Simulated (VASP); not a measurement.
Runs of VASP 6.6.1 on Te. The structure is that of space group P3_121 (No. 152), or close to it. The cells are those of the table. 

| level | cell | smearing | gap on the mesh (eV) | pressure (GPa) | largest force (eV/Å) |
| --- | --- | --- | --- | --- | --- |
| r2SCAN | a = 4.471, b = 4.471, c = 5.788 Å, angles 90.0, 90.0, 120.0°, 3 atoms | gaussian 0.01 eV | (a) | 2.1 | - |
| r2SCAN | a = 4.471, b = 4.471, c = 5.949 Å, angles 90.0, 90.0, 120.0°, 3 atoms | gaussian 0.01 eV | 0.33 | 0.9 | - |
| PBE | a = 4.731, b = 4.731, c = 6.294 Å, angles 90.0, 90.0, 120.0°, 3 atoms | fermi-dirac 0.02 eV | (b) | -1.4 | (c) |
| r2SCAN | a = 4.731, b = 4.731, c = 6.294 Å, angles 90.0, 90.0, 120.0°, 3 atoms | fermi-dirac 0.02 eV | 0.24 | -2.1 | - |
| r2SCAN | a = 4.251, b = 4.251, c = 6.154 Å, angles 90.0, 90.0, 120.0°, 3 atoms | fermi-dirac 0.02 eV | none | 2.2 | 0.01 |
| r2SCAN | a = 4.557, b = 4.493, c = 5.949 Å, angles 90.0, 90.0, 120.5°, 3 atoms | gaussian 0.01 eV | 0.36 | 0.5 | - |

Alike in all rows: task single point; potentials or basis VASP PAW PBE potentials, release 64 (Te); no spin polarisation; k mesh 6 × 6 × 4; cutoff (eV) 520.

Q: Estimate the missing entries.

A: (a) 0.46; (b) 0.08; (c) 0.19.

Caveats: spin-orbit coupling is left out, which moves the levels of the heavy elements; the PAW data sets were made with another functional, which shifts forces and pressure a little (some runs).

A k mesh can miss the band edges, and the runs leave out spin-orbit coupling on Te.

A gap of «none» marks levels without a gap at the run's occupations.
